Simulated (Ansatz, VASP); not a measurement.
One calculation of YAl2N3, two programs

```
Y Al N
1.0
     3.43322    0.00000    0.00000
    -1.71661    2.97326    0.00000
     0.00000    0.00000    8.40964
Y Al N
1 2 3
Direct
  0.00000 0.00000 0.00000
  0.33333 0.66667 0.66667
  0.66667 0.33333 0.33333
  0.33333 0.66667 0.91667
  0.66667 0.33333 0.58333
  0.00000 0.00000 0.25000
```

Alike in both runs: task single point; functional PBE; k mesh 6 × 6 × 2; occupations gaussian, width 0.1 eV; no spin polarisation.

|  | VASP | Ansatz |
| --- | --- | --- |
| version | VASP 6.6.1 | Ansatz 0.2.0 |
| potentials or method | VASP PAW PBE potentials, release 64 (Y_sv, Al, N), cutoff 520 eV | scalar-relativistic, plane waves, PAW |
| valence electrons in the cell | 32 | 32 |

|  | VASP | Ansatz | Ansatz less VASP |
| --- | --- | --- | --- |
| gap on the k mesh at the Fermi level (eV) | 1.66 | 1.66 | +0.005 |
| least direct gap on the mesh (eV) | 2.17 | 2.17 | +0.005 |
| pressure (GPa) | -5.6 | -5.4 | +0.18 |
| traceless stress, the component that is largest in VASP (GPa) | 0.37 | 0.37 | +0.003 |
| rms of the force components (eV/Å) | 1.290 | 1.292 | +0.0025 |

Atom by atom the forces differ by 0.003 eV/Å (rms over components).
